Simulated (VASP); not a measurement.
Here is a VASP 6.6.1 calculation.

File INCAR:

```
PREC     = Accurate       # precision mode
ENCUT    = 600            # plane-wave cutoff, eV
EDIFF    = 1E-6           # SCF threshold, eV
ISMEAR   = 0              # smearing method
SIGMA    = 0.1            # smearing width, eV
LREAL    = False          # projectors in reciprocal space
LASPH    = True           # aspherical terms in the spheres
NELM     = 120            # most SCF steps
ALGO     = Normal         # electronic algorithm
ISIF     = 2              # what is computed and relaxed
LWAVE    = False          # write WAVECAR
LCHARG   = False          # write CHGCAR
GGA      = PE             # functional
NBANDS   = 11             # bands
GGA_COMPAT= False
```

The input KPOINTS:

```
Automatic mesh
0
Gamma
  8 8 8
```

Contents of POSCAR:

```
MgO
1.0
    0.0000000000      2.1229940903      2.1229940903
    2.1229940903      0.0000000000      2.1229940903
    2.1229940903      2.1229940903      0.0000000000
Mg O
1 1
Direct
    0.0000000000      0.0000000000      0.0000000000
    0.5000000000      0.5000000000      0.5000000000
```

Potentials or basis: VASP PAW PBE potentials, release 64 (Mg, O).

The run is started by

```bash
$ cat potpaw_PBE.64/Mg/POTCAR potpaw_PBE.64/O/POTCAR > POTCAR
$ mpirun -np 1 vasp_std > vasp.out
```

(1) Estimate the band gap on the k mesh.

(2) Predict the pressure.

## Answers

(1) 4.50 eV, direct.

(2) -0.2 GPa.
